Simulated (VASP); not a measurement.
A run of VASP 6.6.1 is set up as follows.

File INCAR:

```
PREC = Accurate
ENCUT = 910
EDIFF = 1E-7
ISMEAR = 0
SIGMA = 0.1
LREAL = F
LASPH = T
NELM = 120
ALGO = Normal
ISIF = 3
LWAVE = F
LCHARG = F
GGA = PE
IBRION = 2
NSW = 90
EDIFFG = -0.04
GGA_COMPAT = F
NELMIN = 4
```

File KPOINTS:

```
regular mesh
0
Gamma
  6 6 4
```

File POSCAR:

```
B
1.0
    2.7708101000      0.0000000000      0.0000000000
   -1.3854050500      2.3995919300      0.0000000000
    0.0000000000      0.0000000000      4.8839635100
B
2
Direct
    0.0000000000      0.0000000000      0.1690153100
    0.0000000000      0.0000000000      0.8309846900
```

Potentials or basis: VASP PAW PBE potentials, release 64 (B_h).

Command:

```console
$ cat potpaw_PBE.64/B_h/POTCAR > POTCAR
$ mpirun -np 1 vasp_std > vasp.out
```

Predict the space group after relaxing (to 0.05 Å).

P6/mmm (No. 191).

What does it give for the relaxed volume?

8.44 Å³/atom.

Final structure:
```
B
1.0
     1.87365    0.00000    0.00000
    -0.93683    1.62263    0.00000
     0.00000    0.00000    5.55154
B
2
Direct
  0.00000 0.00000 0.15779
  0.00000 0.00000 0.84221
```

Caveat: the k points lie up to 0.65 Å⁻¹ apart in the final cell; the volume moved by over 15 % at a fixed basis, so the end points are rough; this functional lacks dispersion, which binds the layers, so the pressure and a relaxed spacing across them are unreliable.
